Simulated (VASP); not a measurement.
# Os (P6_3/mmc) in VASP: single point with PBEsol

Aim: the single point of Os with PBEsol.

All numbers are computed with VASP 6.6.1; they aren't measurements. Logs are shortened: lines on timing, memory, paths and dates and some standing lists are left out, and cuts for length are marked.

## Step 1: The cell of the first run

Symmetry: P6_3/mmc, No. 194, hexagonal system. Conventional cell: a = 2.729 Å, b = 2.729 Å, c = 4.308 Å, α = 90.00°, β = 90.00°, γ = 120.00°. Os (site symmetry -6m2) has 12 Os at 2.67 to 2.73 Å within 3.5 Å.

## Step 2: Single point, PBEsol

INCAR reads:

```
PREC = Accurate ; ENCUT = 520
EDIFF = 1E-7 ; ISMEAR = -1
SIGMA = 0.1 ; LREAL = False
LASPH = True ; NELM = 80
ALGO = Normal ; ISIF = 2
LWAVE = False ; LCHARG = False
GGA = PS ; NBANDS = 15
```

KPOINTS reads:

```
regular mesh
0
Gamma
  19 19 11
```

POSCAR reads:

```
Os
1.0
    2.7292126744      0.0000000000      0.0000000000
   -1.3646063372      2.3635675084      0.0000000000
    0.0000000000      0.0000000000      4.3078303469
Os
2
Direct
    0.3333333333      0.6666666667      0.2500000000
    0.6666666667      0.3333333333      0.7500000000
```

Potentials or basis: VASP PAW PBE potentials, release 64 (Os).

On the command line:

```console
$ cat potpaw_PBE.64/Os/POTCAR > POTCAR
$ mpirun -np 1 vasp_std > vasp.out
```

OUTCAR:

```text
PREC = Accurate
   ENCUT = 520
   EDIFF = 1E-7
   ISMEAR = -1
   LREAL = False
   LASPH = True
   NELM = 80
   ISIF = 2
   GGA = PS

 ion  position               nearest neighbor table
   1  0.333  0.667  0.250-   2 2.67   2 2.67   2 2.67   2 2.67   2 2.67   2 2.67
   2  0.667  0.333  0.750-   1 2.67   1 2.67   1 2.67   1 2.67   1 2.67   1 2.67

  LATTYP: Found a hexagonal cell.
 ALAT       =     2.7292126744
 C/A-ratio  =     1.5784150452

  Lattice vectors:

 A1 = (   2.7292126744,   0.0000000000,   0.0000000000)
 A2 = (  -1.3646063372,   2.3635675084,   0.0000000000)
 A3 = (   0.0000000000,   0.0000000000,   4.3078303469)

Analysis of symmetry for initial positions (statically):
=====================================================================
 Subroutine PRICEL returns:
 Original cell was already a primitive cell.

 Routine SETGRP: Setting up the symmetry group for a
 hexagonal supercell.

 Subroutine GETGRP returns: Found 24 space group operations
 (whereof 12 operations were pure point group operations)
 out of a pool of 24 trial point group operations.

The static configuration has the point symmetry D_3d.
 The point group associated with its full space group is D_6h.

Analysis of symmetry for dynamics (positions and initial velocities):
=====================================================================
 Subroutine PRICEL returns:
 Original cell was already a primitive cell.

 Routine SETGRP: Setting up the symmetry group for a
 hexagonal supercell.

 Subroutine GETGRP returns: Found 24 space group operations
 (whereof 12 operations were pure point group operations)
 out of a pool of 24 trial point group operations.

The dynamic configuration has the point symmetry D_3d.
 The point group associated with its full space group is D_6h.

 Subroutine INISYM returns: Found 24 space group operations
 (whereof 12 operations are pure point group operations),
 and found     1 'primitive' translations

----------------------------------------------------------------------------------------

                                     Primitive cell

  volume of cell :      27.7884

  direct lattice vectors                    reciprocal lattice vectors
     2.729212674  0.000000000  0.000000000     0.366406037  0.211544624  0.000000000
    -1.364606337  2.363567508  0.000000000     0.000000000  0.423089248  0.000000000
     0.000000000  0.000000000  4.307830347     0.000000000  0.000000000  0.232135418

  length of vectors
     2.729212674  2.729212674  4.307830347     0.423089248  0.423089248  0.232135418

  position of ions in fractional coordinates (direct lattice)
     0.333333333  0.666666667  0.250000000
     0.666666667  0.333333333  0.750000000

  ion indices of the primitive-cell ions
   primitive index   ion index
                 1           1
                 2           2

----------------------------------------------------------------------------------------

 KPOINTS: regular mesh

Automatic generation of k-mesh.
 Grid dimensions read from file:
 generate k-points for:   19   19   11

 Generating k-lattice:

  Cartesian coordinates                     Fractional coordinates (reciprocal lattice)
     0.019284528  0.011133928  0.000000000     0.052631579  0.000000000  0.000000000
     0.000000000  0.022267855  0.000000000     0.000000000  0.052631579  0.000000000
     0.000000000  0.000000000  0.021103220     0.000000000  0.000000000  0.090909091

  Length of vectors
     0.022267855  0.022267855  0.021103220

  Shift w.r.t. Gamma in fractional coordinates (k-lattice)
     0.000000000  0.000000000  0.000000000

 Subroutine IBZKPT returns following result:
 ===========================================

 Found    240 irreducible k-points:

 Following reciprocal coordinates:
            Coordinates               Weight
  0.000000  0.000000  0.000000      1.000000
  0.052632  0.000000  0.000000      6.000000
  0.105263  0.000000  0.000000      6.000000
  0.157895 -0.000000  0.000000      6.000000
  0.210526  0.000000  0.000000      6.000000
  0.263158  0.000000  0.000000      6.000000
[... 16 lines left out ...]
  0.263158  0.105263  0.000000     12.000000
  0.315789  0.105263  0.000000     12.000000
 [... further k-points ...]
   k-points           NKPTS =    240   k-points in BZ     NKDIM =    240   number of bands    NBANDS=     15
   number of dos      NEDOS =    301   number of ions     NIONS =      2
   total plane-waves  NPLWV =  12800
   dimension x,y,z NGX =    20 NGY =   20 NGZ =   32
   dimension x,y,z NGXF=    40 NGYF=   40 NGZF=   64
   ions per type =               2
   NGX,Y,Z   is equivalent  to a cutoff of  12.18, 12.18, 12.35 a.u.
   NGXF,Y,Z  is equivalent  to a cutoff of  24.37, 24.37, 24.70 a.u.
 SYSTEM =  unknown system
   PREC   = accura    normal or accurate (medium, high low for compatibility)
   ISTART =      0    job   : 0-new  1-cont  2-samecut
   ICHARG =      2    charge: 1-file 2-atom 10-const
   ISPIN  =      1    spin polarized calculation?
   LNONCOLLINEAR =      F non collinear calculations
   LSORBIT =      F    spin-orbit coupling
   LASPH  =      T    aspherical Exc in radial PAW
   ENCUT  =  520.0 eV  38.22 Ry    6.18 a.u.   5.07  5.07  8.01*2*pi/ulx,y,z
   NELM   =     80;   NELMIN=  2; NELMDL= -5     # of ELM steps
   EDIFF  = 0.1E-06   stopping-criterion for ELM
   LREAL  =      F    real-space projection
   EDIFFG = 0.1E-05   stopping-criterion for IOM
   NSW    =      0    number of steps for IOM
   IBRION =     -1    ionic relax: 0-MD 1-quasi-New 2-CG
   NFREE  =      0    steps in history (QN), initial steepest desc. (CG)
   ISIF   =      2    stress and relaxation
   ISYM   =      2    0-nonsym 1-usesym 2-fastsym
   POTIM  = 0.5000    time-step for ionic-motion
   TEBEG  =    0.0;   TEEND  =   0.0 temperature during run
   PSTRESS=    0.0 pullay stress
   NELECT =      16.0000    total number of electrons
   NUPDOWN=      -1.0000    fix difference up-down
   EMIN   =  10.00;   EMAX   =-10.00  energy-range for DOS
   EFERMI =   0.00;   METHOD = LEGACY
   ISMEAR =    -1;   SIGMA  =   0.10  broadening in eV -4-tet -1-fermi 0-gaus
   EFERMI_NEDOS =   21; number of points for ismear=-14 and -15
   IALGO  =     38    algorithm
   IMIX   =      4    mixing-type and parameters
     AMIX     =   0.40;   BMIX     =  1.00
     AMIX_MAG =   1.60;   BMIX_MAG =  1.00
  volume/ion in A,a.u.               =      13.89        93.76
  Fermi-wavevector in a.u.,A,eV,Ry     =   1.361947  2.573706 25.237437  1.854899
  Thomas-Fermi vector in A             =   2.488479
   LORBIT       =      0    0 simple, 1 ext, 2 COOP (PROOUT), +10 PAW based schemes
   GGA     = PS    functional components
   LHFCALC =     F    Hartree Fock is set to
   AEXX    =    0.0000 exact exchange contribution
   IVDW    =     0    specifies the selected vdW correction
   LEPSILON=     F    determine dielectric tensor
   LRPA    =     F    only Hartree local field effects (RPA)
 non-spin polarized calculation
  energy-cutoff  :      520.00
  volume of cell :       27.79
 maximum number of plane-waves:       766
   NGX = 11   NGY = 11   NGZ = 17

 number of electron      15.9999998 magnetization

 Free energy of the ion-electron system (eV)
  ---------------------------------------------------
  ext. energy  EPLUGINS =         0.00000000
  ---------------------------------------------------
  free energy    TOTEN  =       -24.50701168 eV

  energy without entropy =      -24.46936998  energy(sigma->0) =      -24.48819083

 E-fermi :   9.4304     XC(G=0): -14.1924

 val. band max:        9.4224210849   @ k =   0.3158   0.0526   0.2727
 cond. band min:       9.4481114594   @ k =   0.1579   0.1053   0.2727
 fundamental gap:      0.0256903745
 Fermi energy:         9.4304355659

 k-point     1 :       0.0000    0.0000    0.0000
  band No.  band energies     occupation
      1      -1.6469      2.00000
      2       1.5201      2.00000
      3       6.3088      2.00000
      4       6.3088      2.00000
      5       6.5782      2.00000
      6       7.1669      2.00000
      7       7.1669      2.00000
      8       7.8197      2.00000
      9       7.8197      2.00000
     10       9.4166      1.06925
     11      11.1192      0.00000
     12      11.1192      0.00000
     13      18.5438      0.00000
     14      23.4390      0.00000
     15      26.2007      0.00000

 k-point     2 :       0.0526    0.0000    0.0000
  band No.  band energies     occupation
      1      -1.5333      2.00000
      2       1.6218      2.00000
      3       6.0409      2.00000
      4       6.4091      2.00000
      5       6.8146      2.00000
      6       7.0970      2.00000
      7       7.2606      2.00000
      8       7.6843      2.00000
      9       7.7369      2.00000
     10       8.8553      1.99366
     11      11.1776      0.00000
     12      11.8451      0.00000
     13      18.5369      0.00000
     14      23.6772      0.00000
     15      26.3505      0.00000

 k-point     3 :       0.1053    0.0000    0.0000
  band No.  band energies     occupation
      1      -1.2008      2.00000
      2       1.9089      2.00000
      3       5.6377      2.00000
      4       6.7064      2.00000
      5       6.8786      2.00000
      6       7.1413      2.00000
      7       7.1898      2.00000
      8       7.5151      2.00000
      9       7.5376      2.00000
     10       8.2168      1.99999
     11      11.3283      0.00000
     12      13.1210      0.00000
     13      18.4989      0.00000
     14      24.3348      0.00000
     15      26.7511      0.00000
[... 343 lines left out ...]
 k-point    23 :       0.2632    0.1053    0.0000
  band No.  band energies     occupation
      1       1.6944      2.00000
      2       3.0191      2.00000
      3       3.8509      2.00000
      4       4.8326      2.00000
      5       5.9844      2.00000
      6       6.5845      2.00000
      7       7.2610      2.00000
      8       9.1300      1.90552
      9       9.9455      0.01153
     10      10.9015      0.00000
     11      11.8611      0.00000
     12      17.9653      0.00000
     13      19.2003      0.00000
     14      20.9527      0.00000
     15      22.9654      0.00000

 k-point    24 :       0.3158    0.1053    0.0000
  band No.  band energies     occupation
      1       2.1955      2.00000
      2       2.7877      2.00000
      3       3.3779      2.00000
      4       5.2380      2.00000
      5       5.8476      2.00000
      6       6.9755      2.00000
      7       7.0159      2.00000
      8       9.9054      0.01715
      9      10.7138      0.00001
     10      11.8917      0.00000
     11      11.9254      0.00000
     12      18.0510      0.00000
     13      19.0496      0.00000
     14      20.4043      0.00000
     15      21.5990      0.00000

 [... further k-points ...]

------------------------ aborting loop because EDIFF is reached ----------------------------------------

  FORCE on cell =-STRESS in cart. coord.  units (eV):
  Direction    XX          YY          ZZ          XY          YZ          ZX
  --------------------------------------------------------------------------------------
  -------------------------------------------------------------------------------------
  Total        0.0921339      0.0921339      0.0794991     -0.0000000      0.0000000      0.0000000
  in kB        5.3120978      5.3120978      4.5836213     -0.0000000      0.0000000      0.0000000
  external PRESSURE =       5.0692723 kB  Pullay stress =       0.0000000 kB

 VOLUME and BASIS-vectors are now :
 -----------------------------------------------------------------------------
  energy-cutoff  :      520.00
  volume of cell :       27.79
      direct lattice vectors                 reciprocal lattice vectors
     2.729212674  0.000000000  0.000000000     0.366406037  0.211544624  0.000000000
    -1.364606337  2.363567508  0.000000000     0.000000000  0.423089248  0.000000000
     0.000000000  0.000000000  4.307830347     0.000000000  0.000000000  0.232135418

 POSITION                                       TOTAL-FORCE (eV/Angst)
 -----------------------------------------------------------------------------------
     -0.00000      1.57571      1.07696        -0.000000      0.000000      0.000000
      1.36461      0.78786      3.23087         0.000000      0.000000      0.000000
 -----------------------------------------------------------------------------------
    total drift:                               -0.000000      0.000000     -0.000000

  FREE ENERGIE OF THE ION-ELECTRON SYSTEM (eV)
  ---------------------------------------------------
  free  energy   TOTEN  =       -24.5070116781 eV

  energy  without entropy=      -24.4693699761  energy(sigma->0) =      -24.48819083
```

Wall time 1.7 min (1 thread of Intel Xeon 8259CL, shared host); peak memory 0.21 GiB.

What came out:

```yaml
Free_energy: -24.5070 eV
Pressure: 0.5 GPa
Band_gap_on_the_k_mesh: zero (bands 8 and 9 overlap by 4.00 eV)
```

Caveat: the PAW data sets were made with another functional, which shifts forces and pressure a little; spin-orbit coupling is left out, which moves the levels of the heavy elements.
